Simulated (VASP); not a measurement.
A run of VASP 6.6.1 is set up as follows.

INCAR

```
SYSTEM = InP3
ALGO = Normal ; EDIFF = 1E-7
ENCUT = 520 ; GGA = PS
ISIF = 2 ; ISMEAR = 0
LASPH = .TRUE. ; LCHARG = .FALSE.
LREAL = .FALSE. ; LWAVE = .FALSE.
NBANDS = 38 ; NELM = 100
PREC = Accurate ; SIGMA = 0.15
```

KPOINTS

```
k-points
0
G
  6 6 6
  0 0 0
```

Contents of POSCAR:

```
InP3
1.0
    3.4177878374      1.9732607279      3.2793762812
   -3.4177878374      1.9732607279      3.2793762812
    0.0000000000     -3.9465214559      3.2793762812
In P
2 6
Direct
    0.2732789115      0.2732789115      0.2732789115
    0.7267210885      0.7267210885      0.7267210885
    0.7947108827      0.2411926280      0.7947108827
    0.7947108827      0.7947108827      0.2411926280
    0.2411926280      0.7947108827      0.7947108827
    0.2052891173      0.7588073720      0.2052891173
    0.7588073720      0.2052891173      0.2052891173
    0.2052891173      0.2052891173      0.7588073720
```

Potentials or basis: VASP PAW PBE potentials, release 64 (In_d, P).

The run is started by

```console
$ cat potpaw_PBE.64/In_d/POTCAR potpaw_PBE.64/P/POTCAR > POTCAR
$ mpirun -np 1 vasp_std > vasp.out
```

Question: Predict the largest force.

Answer: 1.792 eV/Å.

Question: Estimate the band gap on the k mesh.

Answer: Zero (band 28 reaches 9.46 eV, above the bottom of band 29 at 8.68 eV).

Question: Estimate the pressure.

Answer: 23.0 GPa.

Stress tensor (GPa, compression positive):
```
28.16  0.00  0.00
 0.00 28.16  0.00
 0.00  0.00 12.64
```

Caveat: the cell differs from its parent crystal (strain -0.080 along x and y, +0.000 along z); the PAW data sets were made with another functional, which shifts forces and pressure a little; spin-orbit coupling is left out, which moves the levels of the heavy elements.
